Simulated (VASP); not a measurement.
Cu, 1 atom in the cell. The structure is tetragonal, space group I4/mmm (No. 139). Conventional cell: a = 3.102 Å, b = 3.102 Å, c = 2.752 Å, α = 90.00°, β = 90.00°, γ = 90.00°. Cu (site symmetry 4/mmm) has 14 Cu at 2.59 to 3.10 Å within 3.4 Å.  This cell differs from its parent crystal: strain +0.0750 x Voigt [1, 1, 0, 0, 0, 0].

| Item | Value |
| --- | --- |
| Program | VASP 6.6.1 |
| Task | single point |
| Functional | LDA |
| Potentials or basis | VASP PAW LDA potentials, release 64 (Cu) |
| Cutoff | 520 eV |
| k mesh | 24 × 24 × 24 |
| Occupations | gaussian, width 0.15 eV |
| Spin | no spin polarisation |
| Dipole correction | no |
| Further INCAR settings | ALGO = Fast; EDIFF = 1e-06; NBANDS = 12 |

Potentials or basis: VASP PAW LDA potentials, release 64 (Cu).

Run with:

```bash
$ cat potpaw_LDA.64/Cu/POTCAR > POTCAR
$ mpirun -np 1 vasp_std > vasp.out
```

Hardware: 1 thread of Intel(R) Xeon(R) 6975P-C (Granite Rapids) (shared host).

**Question.** Estimate the wall time of this run.

**Answer.** It took 63 s on 1 thread of Intel(R) Xeon(R) 6975P-C (Granite Rapids) (shared host), peak memory 0.25 GiB. Counts: scf iterations 13, k points 1063.
